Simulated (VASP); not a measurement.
# As (R-3m) in VASP: electric field gradients with PBEsol

Aim: the electric field gradients of As with PBEsol.

Program: VASP 6.6.1. These are calculated values, not measurements. Logs are shortened: lines on timing, memory, paths and dates and some standing lists are left out, and cuts for length are marked.

## (1) The cell of the first run

It takes space group R-3m (No. 166, trigonal). The conventional cell has a = 3.816 Å, b = 3.816 Å, c = 11.295 Å, α = 90.00°, β = 90.00°, γ = 120.00°. Within 3.4 Å of As (site symmetry 3m) lie 6 As at 2.56 to 3.30 Å.

## (2) Electric field gradients, PBEsol (23.75 Å³/atom)

Contents of INCAR:

```
PREC = Accurate ; ENCUT = 520
EDIFF = 1E-8 ; ISMEAR = -1
SIGMA = 0.05 ; LREAL = False
LASPH = True ; NELM = 100
ALGO = Normal ; ISIF = 2
LWAVE = False ; LCHARG = False
GGA = PS ; LEFG = True
NBANDS = 12
```

Contents of KPOINTS:

```
regular mesh
0
Gamma
  12 12 12
```

Contents of POSCAR:

```
As
1.0
    1.9081937908      1.1016961988      3.7650727696
   -1.9081937908      1.1016961988      3.7650727696
    0.0000000000     -2.2033923975      3.7650727696
As
2
Direct
    0.2244335900      0.2244335900      0.2244335900
    0.7755664100      0.7755664100      0.7755664100
```

Potentials or basis: VASP PAW PBE potentials, release 64 (As).

Launch:

```console
$ cat potpaw_PBE.64/As/POTCAR > POTCAR
$ mpirun -np 1 vasp_std > vasp.out
```

OUTCAR:

```text
PREC = Accurate
   ENCUT = 520
   EDIFF = 1E-8
   ISMEAR = -1
   LREAL = False
   LASPH = True
   NELM = 100
   ISIF = 2
   GGA = PS

 ion  position               nearest neighbor table
   1  0.224  0.224  0.224-   2 2.56   2 2.56   2 2.56
   2  0.776  0.776  0.776-   1 2.56   1 2.56   1 2.56

  LATTYP: Found a trigonal (rhomboedric) cell.
 ALAT       =     4.3624203165
 COS(alpha) =     0.6173339462

  Lattice vectors:

 A1 = (   1.9081937908,   1.1016961988,   3.7650727696)
 A2 = (  -1.9081937908,   1.1016961988,   3.7650727696)
 A3 = (   0.0000000000,  -2.2033923975,   3.7650727696)

Analysis of symmetry for initial positions (statically):
=====================================================================
 Subroutine PRICEL returns:
 Original cell was already a primitive cell.

 Routine SETGRP: Setting up the symmetry group for a
 trigonal (rhombohedral) supercell.

 Subroutine GETGRP returns: Found 12 space group operations
 (whereof 12 operations were pure point group operations)
 out of a pool of 12 trial point group operations.

The static configuration has the point symmetry D_3d.

Analysis of symmetry for dynamics (positions and initial velocities):
=====================================================================
 Subroutine PRICEL returns:
 Original cell was already a primitive cell.

 Routine SETGRP: Setting up the symmetry group for a
 trigonal (rhombohedral) supercell.

 Subroutine GETGRP returns: Found 12 space group operations
 (whereof 12 operations were pure point group operations)
 out of a pool of 12 trial point group operations.

The dynamic configuration has the point symmetry D_3d.

 Subroutine INISYM returns: Found 12 space group operations
 (whereof 12 operations are pure point group operations),
 and found     1 'primitive' translations

----------------------------------------------------------------------------------------

                                     Primitive cell

  volume of cell :      47.4907

  direct lattice vectors                    reciprocal lattice vectors
     1.908193791  1.101696199  3.765072770     0.262027894  0.151281875  0.088533039
    -1.908193791  1.101696199  3.765072770    -0.262027894  0.151281875  0.088533039
     0.000000000 -2.203392398  3.765072770     0.000000000 -0.302563750  0.088533039

  length of vectors
     4.362420317  4.362420317  4.362420316     0.315250570  0.315250570  0.315250570

  position of ions in fractional coordinates (direct lattice)
     0.224433590  0.224433590  0.224433590
     0.775566410  0.775566410  0.775566410

  ion indices of the primitive-cell ions
   primitive index   ion index
                 1           1
                 2           2

----------------------------------------------------------------------------------------

 KPOINTS: regular mesh

Automatic generation of k-mesh.
 Grid dimensions read from file:
 generate k-points for:   12   12   12

 Generating k-lattice:

  Cartesian coordinates                     Fractional coordinates (reciprocal lattice)
     0.021835658  0.012606823  0.007377753     0.083333333 -0.000000000  0.000000000
    -0.021835658  0.012606823  0.007377753    -0.000000000  0.083333333  0.000000000
     0.000000000 -0.025213646  0.007377753     0.000000000  0.000000000  0.083333333

  Length of vectors
     0.026270881  0.026270881  0.026270881

  Shift w.r.t. Gamma in fractional coordinates (k-lattice)
     0.000000000  0.000000000  0.000000000

 Subroutine IBZKPT returns following result:
 ===========================================

 Found    189 irreducible k-points:

 Following reciprocal coordinates:
            Coordinates               Weight
  0.000000  0.000000  0.000000      1.000000
  0.083333  0.000000  0.000000      6.000000
  0.166667  0.000000  0.000000      6.000000
  0.250000  0.000000  0.000000      6.000000
  0.333333  0.000000  0.000000      6.000000
  0.416667  0.000000  0.000000      6.000000
[... 16 lines left out ...]
  0.500000  0.166667  0.000000     12.000000
 -0.416667  0.166667  0.000000     12.000000
 [... further k-points ...]
   k-points           NKPTS =    189   k-points in BZ     NKDIM =    189   number of bands    NBANDS=     12
   number of dos      NEDOS =    301   number of ions     NIONS =      2
   total plane-waves  NPLWV =  32768
   dimension x,y,z NGX =    32 NGY =   32 NGZ =   32
   dimension x,y,z NGXF=    64 NGYF=   64 NGZF=   64
   ions per type =               2
   NGX,Y,Z   is equivalent  to a cutoff of  12.19, 12.19, 12.19 a.u.
   NGXF,Y,Z  is equivalent  to a cutoff of  24.39, 24.39, 24.39 a.u.
 SYSTEM =  unknown system
   PREC   = accura    normal or accurate (medium, high low for compatibility)
   ISTART =      0    job   : 0-new  1-cont  2-samecut
   ICHARG =      2    charge: 1-file 2-atom 10-const
   ISPIN  =      1    spin polarized calculation?
   LNONCOLLINEAR =      F non collinear calculations
   LSORBIT =      F    spin-orbit coupling
   LASPH  =      T    aspherical Exc in radial PAW
   ENCUT  =  520.0 eV  38.22 Ry    6.18 a.u.   8.11  8.11  8.11*2*pi/ulx,y,z
   NELM   =    100;   NELMIN=  2; NELMDL= -5     # of ELM steps
   EDIFF  = 0.1E-07   stopping-criterion for ELM
   LREAL  =      F    real-space projection
   EDIFFG = 0.1E-06   stopping-criterion for IOM
   NSW    =      0    number of steps for IOM
   IBRION =     -1    ionic relax: 0-MD 1-quasi-New 2-CG
   NFREE  =      0    steps in history (QN), initial steepest desc. (CG)
   ISIF   =      2    stress and relaxation
   ISYM   =      2    0-nonsym 1-usesym 2-fastsym
   POTIM  = 0.5000    time-step for ionic-motion
   TEBEG  =    0.0;   TEEND  =   0.0 temperature during run
   PSTRESS=    0.0 pullay stress
   NELECT =      10.0000    total number of electrons
   NUPDOWN=      -1.0000    fix difference up-down
   EMIN   =  10.00;   EMAX   =-10.00  energy-range for DOS
   EFERMI =   0.00;   METHOD = LEGACY
   ISMEAR =    -1;   SIGMA  =   0.05  broadening in eV -4-tet -1-fermi 0-gaus
   EFERMI_NEDOS =   21; number of points for ismear=-14 and -15
   IALGO  =     38    algorithm
   IMIX   =      4    mixing-type and parameters
     AMIX     =   0.40;   BMIX     =  1.00
     AMIX_MAG =   1.60;   BMIX_MAG =  1.00
  volume/ion in A,a.u.               =      23.75       160.24
  Fermi-wavevector in a.u.,A,eV,Ry     =   0.973954  1.840506 12.906305  0.948587
  Thomas-Fermi vector in A             =   2.104375
   LORBIT       =      0    0 simple, 1 ext, 2 COOP (PROOUT), +10 PAW based schemes
   GGA     = PS    functional components
   LHFCALC =     F    Hartree Fock is set to
   AEXX    =    0.0000 exact exchange contribution
   IVDW    =     0    specifies the selected vdW correction
   LEPSILON=     F    determine dielectric tensor
   LRPA    =     F    only Hartree local field effects (RPA)
 non-spin polarized calculation
  energy-cutoff  :      520.00
  volume of cell :       47.49
 maximum number of plane-waves:      1298
   NGX = 17   NGY = 17   NGZ = 17

 number of electron      10.0000000 magnetization

 Free energy of the ion-electron system (eV)
  ---------------------------------------------------
  ext. energy  EPLUGINS =         0.00000000
  ---------------------------------------------------
  free energy    TOTEN  =       -10.13444094 eV

  energy without entropy =      -10.13245955  energy(sigma->0) =      -10.13345025

 E-fermi :   4.4206     XC(G=0):  -9.6690

 val. band max:        4.4148804155   @ k =   0.5000   0.0833   0.0833
 cond. band min:       4.4290876241   @ k =   0.5000   0.4167   0.4167
 fundamental gap:      0.0142072086
 Fermi energy:         4.4206209892

 k-point     1 :       0.0000    0.0000    0.0000
  band No.  band energies     occupation
      1     -10.0435      2.00000
      2      -2.0333      2.00000
      3       1.8716      2.00000
      4       2.6131      2.00000
      5       2.6131      2.00000
      6       5.7362      0.00000
      7       7.0080      0.00000
      8       7.0080      0.00000
      9      11.4981      0.00000
     10      11.4981      0.00000
     11      11.8210      0.00000
     12      12.5925      0.00000
[... 331 lines left out ...]
 k-point    24 :      -0.4167    0.1667    0.0000
  band No.  band energies     occupation
      1      -7.3537      2.00000
      2      -6.2568      2.00000
      3       0.0558      2.00000
      4       1.3075      2.00000
      5       2.5907      2.00000
      6       5.2827      0.00000
      7       5.7925      0.00000
      8       7.5429      0.00000
      9      11.8120      0.00000
     10      13.1903      0.00000
     11      13.9271      0.00000
     12      15.4290      0.00000

 [... further k-points ...]

------------------------ aborting loop because EDIFF is reached ----------------------------------------

  FORCE on cell =-STRESS in cart. coord.  units (eV):
  Direction    XX          YY          ZZ          XY          YZ          ZX
  --------------------------------------------------------------------------------------
  -------------------------------------------------------------------------------------
  Total       -1.2268238     -1.2268238     -1.1916884      0.0000000     -0.0000000      0.0000000
  in kB      -41.3888947    -41.3888947    -40.2035447      0.0000000     -0.0000000      0.0000000
  external PRESSURE =     -40.9937780 kB  Pullay stress =       0.0000000 kB

 VOLUME and BASIS-vectors are now :
 -----------------------------------------------------------------------------
  energy-cutoff  :      520.00
  volume of cell :       47.49
      direct lattice vectors                 reciprocal lattice vectors
     1.908193791  1.101696199  3.765072770     0.262027894  0.151281875  0.088533039
    -1.908193791  1.101696199  3.765072770    -0.262027894  0.151281875  0.088533039
     0.000000000 -2.203392398  3.765072770     0.000000000 -0.302563750  0.088533039

 POSITION                                       TOTAL-FORCE (eV/Angst)
 -----------------------------------------------------------------------------------
      0.00000      0.00000      2.53503         0.000000     -0.000000     -0.110089
      0.00000      0.00000      8.76019         0.000000      0.000000      0.110089
 -----------------------------------------------------------------------------------
    total drift:                                0.000000     -0.000000      0.000000

  FREE ENERGIE OF THE ION-ELECTRON SYSTEM (eV)
  ---------------------------------------------------
  free  energy   TOTEN  =       -10.1344409428 eV

  energy  without entropy=      -10.1324595533  energy(sigma->0) =      -10.13345025

 Electric field gradients (V/A^2)
---------------------------------------------------------------------
 ion       V_xx      V_yy      V_zz      V_xy      V_xz      V_yz
---------------------------------------------------------------------
   1      25.349    25.349   -50.699     0.000     0.000    -0.000
   2      25.349    25.349   -50.699     0.000    -0.000    -0.000
---------------------------------------------------------------------

 Electric field gradients after diagonalization (V/A^2)
 (convention: |V_zz| > |V_xx| > |V_yy|)
----------------------------------------------------------------------
 ion       V_xx      V_yy      V_zz     asymmetry (V_yy - V_xx)/ V_zz
----------------------------------------------------------------------
   1      25.349    25.349   -50.699       0.000
   2      25.349    25.349   -50.699       0.000
----------------------------------------------------------------------

           NMR quadrupolar parameters

 Cq : quadrupolar parameter    Cq=e*Q*V_zz/h
 eta: asymmetry parameters     (V_yy - V_xx)/ V_zz
 Q  : nuclear electric quadrupole moment in mb (millibarn)
----------------------------------------------------------------------
 ion       Cq(MHz)       eta       Q (mb)
----------------------------------------------------------------------
   1      -0.123       0.000       1.000
   2      -0.123       0.000       1.000
----------------------------------------------------------------------
```

Run time: 82 s. Hardware: 1 thread of Intel Xeon 8259CL, shared host; peak memory 0.24 GiB.

Results:

- Free energy: -10.1344 eV
- Pressure: -4.1 GPa
- Largest force: 0.110 eV/Å
- Band gap on the k mesh: zero (bands 5 and 6 overlap by 0.46 eV)
- Largest electric field gradient by atom: As -50.7 V/Å²

Forces in eV/Å, atoms in the order of the input:
```
As   0.000  0.000 -0.110
As   0.000  0.000  0.110
```

Stress tensor (GPa, compression positive):
```
-4.14  0.00  0.00
 0.00 -4.14  0.00
 0.00  0.00 -4.02
```

Levels at points of the mesh, in eV from the Fermi level:
```tsv
k point	band 2	band 3	band 4	band 5	band 6	band 7	band 8	band 9
(0.00, 0.00, 0.00)	-6.45	-2.55	-1.81	-1.81	1.32	2.59	2.59	7.08
(0.50, 0.00, 0.00)	-10.70	-3.02	-2.78	-0.70	-0.36	0.38	1.63	8.09
(0.50, 0.50, 0.00)	-9.73	-5.48	-3.87	-3.70	1.46	4.73	6.15	6.44
(0.50, 0.50, 0.50)	-9.56	-1.61	-1.61	-0.71	1.05	1.05	1.62	7.45
```

Electric field gradients, principal values (V/Å²):
```csv
atom,least,middle,greatest (by size)
1 As,25.349,25.349,-50.699
2 As,25.349,25.349,-50.699
```

Caveat: the cell stands under tension; without QUAD_EFG the Cq values of the log hold for a quadrupole moment of 1 mb, not for the nuclei; the PAW data sets were made with another functional, which shifts forces and pressure a little.
